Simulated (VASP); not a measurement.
# TePb (Fm-3m) in VASP: single point with PBE

Aim: the single point of TePb with PBE.

Everything below comes from runs of VASP 6.6.1. Logs are shortened: lines on timing, memory, paths and dates and some standing lists are left out, and cuts for length are marked.

## 1. The cell of the first run

Symmetry: Fm-3m, No. 225, cubic system. Conventional cell: a = 6.326 Å, b = 6.326 Å, c = 6.326 Å, α = 90.00°, β = 90.00°, γ = 90.00°. Pb (site symmetry m-3m) has 6 Te at 3.16 Å within 4.2 Å. Within 4.2 Å of Te (site symmetry m-3m) lie 6 Pb at 3.16 Å.

## 2. Single point, PBE

POSCAR reads:

```
TePb
1.0
    0.0000000000      3.1627510000      3.1627510000
    3.1627510000      0.0000000000      3.1627510000
    3.1627510000      3.1627510000      0.0000000000
Pb Te
1 1
Direct
    0.0000000000      0.0000000000      0.0000000000
    0.5000000000      0.5000000000      0.5000000000
```

INCAR.step1 reads:

```
SYSTEM = TePb
  ALGO = Normal
  EDIFF = 1E-6
  ENCUT = 520
  GGA = PE
  ISIF = 2
  ISMEAR = -1
  LASPH = .True.
  LCHARG = .True.
  LREAL = .False.
  LWAVE = .False.
  NBANDS = 17
  NELM = 60
  PREC = Accurate
  SIGMA = 0.01
```

KPOINTS.step1 reads:

```
k-points
0
Gamma
  7 7 7
  0 0 0
```

INCAR.step2 reads:

```
SYSTEM = TePb
  ALGO = Normal
  EDIFF = 1E-6
  ENCUT = 520
  GGA = PE
  ICHARG = 11
  ISIF = 2
  ISMEAR = -5
  LASPH = .True.
  LCHARG = .False.
  LORBIT = 10
  LREAL = .False.
  LWAVE = .False.
  NEDOS = 2001
  NELM = 60
  PREC = Accurate
  SIGMA = 0.01
```

KPOINTS.step2 reads:

```
k-points
0
Gamma
  11 11 11
  0 0 0
```

Potentials or basis: VASP PAW PBE potentials, release 64 (Pb_d, Te).

Launch:

```bash
cat potpaw_PBE.64/Pb_d/POTCAR potpaw_PBE.64/Te/POTCAR > POTCAR
cp INCAR.step1 INCAR
cp KPOINTS.step1 KPOINTS
mpirun -np 1 vasp_std > vasp.out
cp INCAR.step2 INCAR
cp KPOINTS.step2 KPOINTS
mpirun -np 1 vasp_std > vasp.out
```

OUTCAR:

```text
SYSTEM = TePb
   EDIFF = 1E-6
   ENCUT = 520
   GGA = PE
   ICHARG = 11
   ISIF = 2
   ISMEAR = -5
   LASPH = .True.
   LORBIT = 10
   LREAL = .False.
   NELM = 60
   PREC = Accurate

 ion  position               nearest neighbor table
   1  0.000  0.000  0.000-   2 3.16   2 3.16   2 3.16   2 3.16   2 3.16   2 3.16
   2  0.500  0.500  0.500-   1 3.16   1 3.16   1 3.16   1 3.16   1 3.16   1 3.16

  LATTYP: Found a face centered cubic cell.
 ALAT       =     6.3255020000

  Lattice vectors:

 A1 = (   0.0000000000,   3.1627510000,   3.1627510000)
 A2 = (   3.1627510000,   0.0000000000,   3.1627510000)
 A3 = (   3.1627510000,   3.1627510000,   0.0000000000)

Analysis of symmetry for initial positions (statically):
=====================================================================
 Subroutine PRICEL returns:
 Original cell was already a primitive cell.

 Routine SETGRP: Setting up the symmetry group for a
 face centered cubic supercell.

 Subroutine GETGRP returns: Found 48 space group operations
 (whereof 48 operations were pure point group operations)
 out of a pool of 48 trial point group operations.

The static configuration has the point symmetry O_h .

Analysis of symmetry for dynamics (positions and initial velocities):
=====================================================================
 Subroutine PRICEL returns:
 Original cell was already a primitive cell.

 Routine SETGRP: Setting up the symmetry group for a
 face centered cubic supercell.

 Subroutine GETGRP returns: Found 48 space group operations
 (whereof 48 operations were pure point group operations)
 out of a pool of 48 trial point group operations.

The dynamic configuration has the point symmetry O_h .

 Subroutine INISYM returns: Found 48 space group operations
 (whereof 48 operations are pure point group operations),
 and found     1 'primitive' translations

----------------------------------------------------------------------------------------

                                     Primitive cell

  volume of cell :      63.2740

  direct lattice vectors                    reciprocal lattice vectors
     0.000000000  3.162751000  3.162751000    -0.158090220  0.158090220  0.158090220
     3.162751000  0.000000000  3.162751000     0.158090220 -0.158090220  0.158090220
     3.162751000  3.162751000  0.000000000     0.158090220  0.158090220 -0.158090220

  length of vectors
     4.472805359  4.472805359  4.472805359     0.273820292  0.273820292  0.273820292

  position of ions in fractional coordinates (direct lattice)
     0.000000000  0.000000000  0.000000000
     0.500000000  0.500000000  0.500000000

[... 93 lines left out ...]
   ISMEAR =    -5;   SIGMA  =   0.01  broadening in eV -4-tet -1-fermi 0-gaus
   EFERMI_NEDOS =   21; number of points for ismear=-14 and -15
   IALGO  =     38    algorithm
   IMIX   =      4    mixing-type and parameters
     AMIX     =   0.40;   BMIX     =  1.00
     AMIX_MAG =   1.60;   BMIX_MAG =  1.00
  volume/ion in A,a.u.               =      31.64       213.50
  Fermi-wavevector in a.u.,A,eV,Ry     =   1.115175  2.107376 16.920424  1.243616
  Thomas-Fermi vector in A             =   2.251778
   LORBIT       =     10    0 simple, 1 ext, 2 COOP (PROOUT), +10 PAW based schemes
   GGA     = PE    functional components
   LHFCALC =     F    Hartree Fock is set to
   AEXX    =    0.0000 exact exchange contribution
   IVDW    =     0    specifies the selected vdW correction
   LEPSILON=     F    determine dielectric tensor
   LRPA    =     F    only Hartree local field effects (RPA)
 non-spin polarized calculation
 Fermi weights with tetrahedron method with Bloechl corrections
  energy-cutoff  :      520.00
  volume of cell :       63.27
 maximum number of plane-waves:      1731
 NGX is ok and might be reduce to    36

 number of electron      19.9999998 magnetization

 Free energy of the ion-electron system (eV)
  ---------------------------------------------------
  ext. energy  EPLUGINS =         0.00000000
  ---------------------------------------------------
  free energy    TOTEN  =        -7.40257437 eV

  energy without entropy =       -7.40257437  energy(sigma->0) =       -7.40257437

 E-fermi :   6.4518     XC(G=0):  -9.5930

 val. band max:        6.4460968840   @ k =   0.4545   0.0000   0.0000
 cond. band min:       7.1778258568   @ k =   0.4545   0.0000   0.0000
 fundamental gap:      0.7317289728
 Fermi energy:         6.4518063194

 k-point     1 :       0.0000    0.0000    0.0000
  band No.  band energies     occupation
      1     -10.3601      2.00000
      2     -10.3601      2.00000
      3     -10.3418      2.00000
      4     -10.3418      2.00000
      5     -10.3418      2.00000
      6      -6.0953      2.00000
      7       1.0591      2.00000
      8       4.8801      2.00000
      9       4.8801      2.00000
     10       4.8801      2.00000
     11      10.6263      0.00000
     12      10.6263      0.00000
     13      10.6263      0.00000
     14      12.1223      0.00000
[... 377 lines left out ...]
      1     -10.3743      2.00000
      2     -10.3720      2.00000
      3     -10.3391      2.00000
      4     -10.3315      2.00000
      5     -10.3272      2.00000
      6      -5.3006      2.00000
      7      -0.9040      2.00000
      8       3.7178      2.00000
      9       5.5259      2.00000
     10       6.3133      2.00000
     11       7.7604      0.00000
     12       8.0327      0.00000
     13      10.6751      0.00000
     14      12.5155      0.00000

 [... further k-points ...]
[... 5 lines left out ...]
  --------------------------------------------------------------------------------------
  -------------------------------------------------------------------------------------
  Total        2.2129965      2.2129965      2.2129965      0.0000000      0.0000000     -0.0000000
  in kB       56.0358945     56.0358945     56.0358945      0.0000000      0.0000000     -0.0000000
  external PRESSURE =      56.0358945 kB  Pullay stress =       0.0000000 kB

 VOLUME and BASIS-vectors are now :
 -----------------------------------------------------------------------------
  energy-cutoff  :      520.00
  volume of cell :       63.27
      direct lattice vectors                 reciprocal lattice vectors
     0.000000000  3.162751000  3.162751000    -0.158090220  0.158090220  0.158090220
     3.162751000  0.000000000  3.162751000     0.158090220 -0.158090220  0.158090220
     3.162751000  3.162751000  0.000000000     0.158090220  0.158090220 -0.158090220

 POSITION                                       TOTAL-FORCE (eV/Angst)
 -----------------------------------------------------------------------------------
      0.00000      0.00000      0.00000         0.000000      0.000000      0.000000
      3.16275      3.16275      3.16275        -0.000000     -0.000000     -0.000000
 -----------------------------------------------------------------------------------
    total drift:                               -0.000000      0.000000      0.000000

  FREE ENERGIE OF THE ION-ELECTRON SYSTEM (eV)
  ---------------------------------------------------
  free  energy   TOTEN  =        -7.4025743730 eV

  energy  without entropy=       -7.4025743730  energy(sigma->0) =       -7.40257437

 total charge

# of ion       s       p       d       tot
------------------------------------------
    1        1.458   0.620   9.838  11.916
    2        1.376   2.022   0.024   3.421
--------------------------------------------------
tot          2.834   2.641   9.862  15.338
```

It took 55 s on 1 thread of AMD EPYC 7R43 (Zen 3), shared host; peak memory 0.19 GiB.

What came out:

* Valence electrons inside the program's atomic spheres: Pb 11.92; Te 3.42

Levels at points of the mesh, in eV from the Fermi level:
| k point | band 6 | band 7 | band 8 | band 9 | band 10 | band 11 | band 12 | band 13 | band 14 |
| --- | --- | --- | --- | --- | --- | --- | --- | --- | --- |
| (0.00, 0.00, 0.00) | -12.55 | -5.39 | -1.57 | -1.57 | -1.57 | 4.17 | 4.17 | 4.17 | 5.67 |

Caveat: this odd mesh misses L, so gap, dielectric constants and Born charges aren't listed; spin-orbit coupling is left out, which moves the levels of the heavy elements.
